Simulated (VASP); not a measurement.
# Si2Mo (I4/mmm) in VASP: single point with PBEsol

Aim: the single point of Si2Mo with PBEsol.

Program: VASP 6.6.1. These are calculated values, not measurements. Logs are shortened: lines on timing, memory, paths and dates and some standing lists are left out, and cuts for length are marked.

**1. The cell of the first run**

It takes space group I4/mmm (No. 139, tetragonal). Conventional cell: a = 3.190 Å, b = 3.190 Å, c = 7.821 Å, α = 90.00°, β = 90.00°, γ = 90.00°. Si (site symmetry 4mm) has 9 Si at 2.58 to 3.19 Å and 5 Mo at 2.60 to 2.62 Å within 3.4 Å. Within 3.4 Å of Mo (site symmetry 4/mmm) lie 10 Si at 2.60 to 2.62 Å and 4 Mo at 3.19 Å.

**2. Single point, PBEsol**

Contents of INCAR:

```
PREC = Accurate
ENCUT = 520
EDIFF = 1E-6
ISMEAR = 0
SIGMA = 0.1
LREAL = F
LASPH = T
NELM = 80
ALGO = Normal
ISIF = 2
LWAVE = F
LCHARG = F
GGA = PS
NBANDS = 18
```

Contents of KPOINTS:

```
Automatic mesh
0
Gamma
  28 28 28
```

Contents of POSCAR:

```
Si2Mo
1.0
   -1.5951907422      1.5951907422      3.9106688840
    1.5951907422     -1.5951907422      3.9106688840
    1.5951907422      1.5951907422     -3.9106688840
Si Mo
2 1
Direct
    0.6649355265      0.6649355265      0.0000000000
    0.3350644735      0.3350644735      0.0000000000
    0.0000000000      0.0000000000      0.0000000000
```

Potentials or basis: VASP PAW PBE potentials, release 64 (Si, Mo_sv).

The run is started by

```
cat potpaw_PBE.64/Si/POTCAR potpaw_PBE.64/Mo_sv/POTCAR > POTCAR
mpirun -np 1 vasp_std > vasp.out
```

OUTCAR:

```text
PREC = Accurate
   ENCUT = 520
   EDIFF = 1E-6
   ISMEAR = 0
   LREAL = F
   LASPH = T
   NELM = 80
   ISIF = 2
   GGA = PS

 ion  position               nearest neighbor table
   1  0.665  0.665  0.000-   2 2.58   3 2.60   3 2.60   3 2.60   3 2.60   2 2.62   2 2.62   2 2.62
                             2 2.62   3 2.62
   2  0.335  0.335  0.000-   1 2.58   3 2.60   3 2.60   3 2.60   3 2.60   1 2.62   1 2.62   1 2.62
                             1 2.62   3 2.62
   3  0.000  0.000  0.000-   1 2.60   2 2.60   1 2.60   2 2.60   1 2.60   2 2.60   2 2.60   1 2.60
                             1 2.62   2 2.62

  LATTYP: Found a body centered tetragonal cell.
 ALAT       =     3.1903814844
 C/A-ratio  =     2.4515368479

  Lattice vectors:

 A1 = (  -1.5951907422,   1.5951907422,   3.9106688840)
 A2 = (   1.5951907422,  -1.5951907422,   3.9106688840)
 A3 = (   1.5951907422,   1.5951907422,  -3.9106688840)

Analysis of symmetry for initial positions (statically):
=====================================================================
 Subroutine PRICEL returns:
 Original cell was already a primitive cell.

 Routine SETGRP: Setting up the symmetry group for a
 body centered tetragonal supercell.

 Subroutine GETGRP returns: Found 16 space group operations
 (whereof 16 operations were pure point group operations)
 out of a pool of 16 trial point group operations.

The static configuration has the point symmetry D_4h.

Analysis of symmetry for dynamics (positions and initial velocities):
=====================================================================
 Subroutine PRICEL returns:
 Original cell was already a primitive cell.

 Routine SETGRP: Setting up the symmetry group for a
 body centered tetragonal supercell.

 Subroutine GETGRP returns: Found 16 space group operations
 (whereof 16 operations were pure point group operations)
 out of a pool of 16 trial point group operations.

The dynamic configuration has the point symmetry D_4h.

 Subroutine INISYM returns: Found 16 space group operations
 (whereof 16 operations are pure point group operations),
 and found     1 'primitive' translations

----------------------------------------------------------------------------------------

                                     Primitive cell

  volume of cell :      39.8049

  direct lattice vectors                    reciprocal lattice vectors
    -1.595190742  1.595190742  3.910668884     0.000000000  0.313442140  0.127855366
     1.595190742 -1.595190742  3.910668884     0.313442140  0.000000000  0.127855366
     1.595190742  1.595190742 -3.910668884     0.313442140  0.313442140  0.000000000

  length of vectors
     4.514709086  4.514709086  4.514709086     0.338515834  0.338515834  0.443274125

  position of ions in fractional coordinates (direct lattice)
     0.664935527  0.664935527  0.000000000
     0.335064473  0.335064473  0.000000000
     0.000000000  0.000000000  0.000000000

  ion indices of the primitive-cell ions
   primitive index   ion index
                 1           1
                 2           2
                 3           3

----------------------------------------------------------------------------------------

 KPOINTS: Automatic mesh

Automatic generation of k-mesh.
 Grid dimensions read from file:
 generate k-points for:   28   28   28

 Generating k-lattice:

  Cartesian coordinates                     Fractional coordinates (reciprocal lattice)
     0.000000000  0.011194362  0.004566263     0.035714286 -0.000000000  0.000000000
     0.011194362  0.000000000  0.004566263    -0.000000000  0.035714286  0.000000000
     0.011194362  0.011194362  0.000000000     0.000000000  0.000000000  0.035714286

  Length of vectors
     0.012089851  0.012089851  0.015831219

  Shift w.r.t. Gamma in fractional coordinates (k-lattice)
     0.000000000  0.000000000  0.000000000

 Subroutine IBZKPT returns following result:
 ===========================================

 Found   1639 irreducible k-points:

 Following reciprocal coordinates:
            Coordinates               Weight
  0.000000  0.000000  0.000000      1.000000
  0.035714  0.000000  0.000000      8.000000
  0.071429  0.000000  0.000000      8.000000
  0.107143 -0.000000  0.000000      8.000000
  0.142857 -0.000000  0.000000      8.000000
  0.178571  0.000000  0.000000      8.000000
[... 16 lines left out ...]
  0.285714  0.035714  0.000000     16.000000
  0.321429  0.035714 -0.000000     16.000000
 [... further k-points ...]
   k-points           NKPTS =   1639   k-points in BZ     NKDIM =   1639   number of bands    NBANDS=     18
   number of dos      NEDOS =    301   number of ions     NIONS =      3
   total plane-waves  NPLWV =  46656
   dimension x,y,z NGX =    36 NGY =   36 NGZ =   36
   dimension x,y,z NGXF=    72 NGYF=   72 NGZF=   72
   ions per type =               2   1
   NGX,Y,Z   is equivalent  to a cutoff of  13.26, 13.26, 13.26 a.u.
   NGXF,Y,Z  is equivalent  to a cutoff of  26.51, 26.51, 26.51 a.u.
 SYSTEM =  unknown system
   PREC   = accura    normal or accurate (medium, high low for compatibility)
   ISTART =      0    job   : 0-new  1-cont  2-samecut
   ICHARG =      2    charge: 1-file 2-atom 10-const
   ISPIN  =      1    spin polarized calculation?
   LNONCOLLINEAR =      F non collinear calculations
   LSORBIT =      F    spin-orbit coupling
   LASPH  =      T    aspherical Exc in radial PAW
   ENCUT  =  520.0 eV  38.22 Ry    6.18 a.u.   8.39  8.39  8.39*2*pi/ulx,y,z
   NELM   =     80;   NELMIN=  2; NELMDL= -5     # of ELM steps
   EDIFF  = 0.1E-05   stopping-criterion for ELM
   LREAL  =      F    real-space projection
[... 7 lines left out ...]
   TEBEG  =    0.0;   TEEND  =   0.0 temperature during run
   PSTRESS=    0.0 pullay stress
   NELECT =      22.0000    total number of electrons
   NUPDOWN=      -1.0000    fix difference up-down
   EMIN   =  10.00;   EMAX   =-10.00  energy-range for DOS
   EFERMI =   0.00;   METHOD = LEGACY
   ISMEAR =     0;   SIGMA  =   0.10  broadening in eV -4-tet -1-fermi 0-gaus
   EFERMI_NEDOS =   21; number of points for ismear=-14 and -15
   IALGO  =     38    algorithm
   IMIX   =      4    mixing-type and parameters
     AMIX     =   0.40;   BMIX     =  1.00
     AMIX_MAG =   1.60;   BMIX_MAG =  1.00
  volume/ion in A,a.u.               =      13.27        89.54
  Fermi-wavevector in a.u.,A,eV,Ry     =   1.343498  2.538843 24.558331  1.804986
  Thomas-Fermi vector in A             =   2.471567
   LORBIT       =      0    0 simple, 1 ext, 2 COOP (PROOUT), +10 PAW based schemes
   GGA     = PS    functional components
   LHFCALC =     F    Hartree Fock is set to
   AEXX    =    0.0000 exact exchange contribution
   IVDW    =     0    specifies the selected vdW correction
   LEPSILON=     F    determine dielectric tensor
   LRPA    =     F    only Hartree local field effects (RPA)
 non-spin polarized calculation
 Gauss-broadening in eV      SIGMA  =   0.10
  energy-cutoff  :      520.00
  volume of cell :       39.80
 maximum number of plane-waves:      1104
 NGX is ok and might be reduce to    36
   NGX = 17   NGY = 17   NGZ = 17

 number of electron      22.0000000 magnetization

 Free energy of the ion-electron system (eV)
  ---------------------------------------------------
  ext. energy  EPLUGINS =         0.00000000
  ---------------------------------------------------
  free energy    TOTEN  =       -25.07990642 eV

  energy without entropy =      -25.07866650  energy(sigma->0) =      -25.07928646

 E-fermi :  12.3335     XC(G=0): -12.5617

 val. band max:       12.3242636292   @ k =  -0.3214  -0.3571   0.2857
 cond. band min:      12.3406017532   @ k =  -0.0714   0.0357   0.0000
 fundamental gap:      0.0163381240
 Fermi energy:        12.3335300031

 k-point     1 :       0.0000    0.0000    0.0000
  band No.  band energies     occupation
      1     -48.2717      2.00000
      2     -22.4622      2.00000
      3     -22.3781      2.00000
      4     -22.3781      2.00000
      5      -1.1635      2.00000
      6       5.8664      2.00000
[... 10 lines left out ...]
     17      17.5357      0.00000
     18      17.5357      0.00000

 k-point     2 :       0.0357    0.0000    0.0000
  band No.  band energies     occupation
      1     -48.2714      2.00000
      2     -22.4619      2.00000
      3     -22.3816      2.00000
      4     -22.3778      2.00000
      5      -1.1400      2.00000
      6       5.8692      2.00000
[... 10 lines left out ...]
     17      17.5485      0.00000
     18      17.6995      0.00000

 k-point     3 :       0.0714    0.0000    0.0000
  band No.  band energies     occupation
      1     -48.2707      2.00000
      2     -22.4612      2.00000
      3     -22.3918      2.00000
      4     -22.3768      2.00000
      5      -1.0694      2.00000
      6       5.8756      2.00000
[... 10 lines left out ...]
     17      17.5995      0.00000
     18      18.1031      0.00000

 k-point     4 :       0.1071   -0.0000    0.0000
  band No.  band energies     occupation
      1     -48.2695      2.00000
      2     -22.4600      2.00000
      3     -22.4081      2.00000
      4     -22.3753      2.00000
      5      -0.9527      2.00000
      6       5.8800      2.00000
[... 10 lines left out ...]
     17      17.7303      0.00000
     18      18.6400      0.00000

 k-point     5 :       0.1429   -0.0000    0.0000
  band No.  band energies     occupation
      1     -48.2680      2.00000
      2     -22.4584      2.00000
      3     -22.4298      2.00000
      4     -22.3733      2.00000
      5      -0.7909      2.00000
      6       5.8712      2.00000
[... 10 lines left out ...]
     17      17.9974      0.00000
     18      19.2625      0.00000

 k-point     6 :       0.1786    0.0000    0.0000
  band No.  band energies     occupation
      1     -48.2661      2.00000
      2     -22.4579      2.00000
      3     -22.4542      2.00000
      4     -22.3709      2.00000
      5      -0.5856      2.00000
      6       5.8298      2.00000
[... 10 lines left out ...]
     17      18.3994      0.00000
     18      19.9467      0.00000

 k-point     7 :       0.2143    0.0000   -0.0000
  band No.  band energies     occupation
      1     -48.2640      2.00000
      2     -22.4846      2.00000
      3     -22.4540      2.00000
      4     -22.3682      2.00000
      5      -0.3388      2.00000
      6       5.7284      2.00000
[... 10 lines left out ...]
     17      18.8632      0.00000
     18      20.6668      0.00000

 k-point     8 :       0.2500   -0.0000    0.0000
  band No.  band energies     occupation
      1     -48.2618      2.00000
      2     -22.5146      2.00000
      3     -22.4518      2.00000
      4     -22.3653      2.00000
      5      -0.0528      2.00000
      6       5.5421      2.00000
[... 10 lines left out ...]
     17      19.2866      0.00000
     18      21.3537      0.00000
[... 229 lines left out ...]
     17      18.1644      0.00000
     18      19.2626      0.00000

 k-point    20 :       0.1786    0.0357    0.0000
  band No.  band energies     occupation
      1     -48.2658      2.00000
      2     -22.4582      2.00000
      3     -22.4539      2.00000
      4     -22.3743      2.00000
      5      -0.5309      2.00000
      6       5.6922      2.00000
[... 10 lines left out ...]
     17      18.4953      0.00000
     18      19.9381      0.00000

 k-point    21 :       0.2143    0.0357    0.0000
  band No.  band energies     occupation
      1     -48.2638      2.00000
      2     -22.4843      2.00000
      3     -22.4544      2.00000
      4     -22.3716      2.00000
      5      -0.2793      2.00000
      6       5.5863      2.00000
[... 10 lines left out ...]
     17      18.8736      0.00000
     18      20.6530      0.00000

 k-point    22 :       0.2500    0.0357    0.0000
  band No.  band energies     occupation
      1     -48.2616      2.00000
      2     -22.5143      2.00000
      3     -22.4521      2.00000
      4     -22.3687      2.00000
      5       0.0107      2.00000
      6       5.4156      2.00000
[... 10 lines left out ...]
     17      19.2073      0.00000
     18      21.2593      0.00000

 k-point    23 :       0.2857    0.0357    0.0000
  band No.  band energies     occupation
      1     -48.2594      2.00000
      2     -22.5441      2.00000
      3     -22.4498      2.00000
      4     -22.3659      2.00000
      5       0.3362      2.00000
      6       5.1698      2.00000
[... 10 lines left out ...]
     17      19.3775      0.00000
     18      21.3079      0.00000

 k-point    24 :       0.3214    0.0357   -0.0000
  band No.  band energies     occupation
      1     -48.2573      2.00000
      2     -22.5724      2.00000
      3     -22.4475      2.00000
      4     -22.3631      2.00000
      5       0.6940      2.00000
      6       4.8542      2.00000
[... 10 lines left out ...]
     17      19.3501      0.00000
     18      21.4457      0.00000

 [... further k-points ...]
[... 5 lines left out ...]
  --------------------------------------------------------------------------------------
  -------------------------------------------------------------------------------------
  Total        0.0864975      0.0864975      0.0828148      0.0000000      0.0000000     -0.0000000
  in kB        3.4815920      3.4815920      3.3333611      0.0000000      0.0000000     -0.0000000
  external PRESSURE =       3.4321817 kB  Pullay stress =       0.0000000 kB

 VOLUME and BASIS-vectors are now :
 -----------------------------------------------------------------------------
  energy-cutoff  :      520.00
  volume of cell :       39.80
      direct lattice vectors                 reciprocal lattice vectors
    -1.595190742  1.595190742  3.910668884     0.000000000  0.313442140  0.127855366
     1.595190742 -1.595190742  3.910668884     0.313442140  0.000000000  0.127855366
     1.595190742  1.595190742 -3.910668884     0.313442140  0.313442140  0.000000000

 POSITION                                       TOTAL-FORCE (eV/Angst)
 -----------------------------------------------------------------------------------
      0.00000      0.00000      5.20069        -0.000000     -0.000000      0.002984
      0.00000      0.00000      2.62065        -0.000000     -0.000000     -0.002984
      0.00000      0.00000      0.00000         0.000000      0.000000     -0.000000
 -----------------------------------------------------------------------------------
    total drift:                               -0.000000      0.000000     -0.000000

  FREE ENERGIE OF THE ION-ELECTRON SYSTEM (eV)
  ---------------------------------------------------
  free  energy   TOTEN  =       -25.0799064177 eV

  energy  without entropy=      -25.0786664997  energy(sigma->0) =      -25.07928646
```

Run time: 12 min. Hardware: 1 thread of AMD EPYC 9R45 (Zen 5), shared host; peak memory 1.1 GiB.

Results:

```yaml
Free_energy: -25.0799 eV
Pressure: 0.3 GPa
Band_gap_on_the_k_mesh: zero (bands 11 and 12 overlap by 0.95 eV)
```

Forces on the atoms (eV/Å):
```
Si   0.000  0.000  0.003
Si   0.000  0.000 -0.003
Mo   0.000  0.000  0.000
```

Caveat: the PAW data sets were made with another functional, which shifts forces and pressure a little.
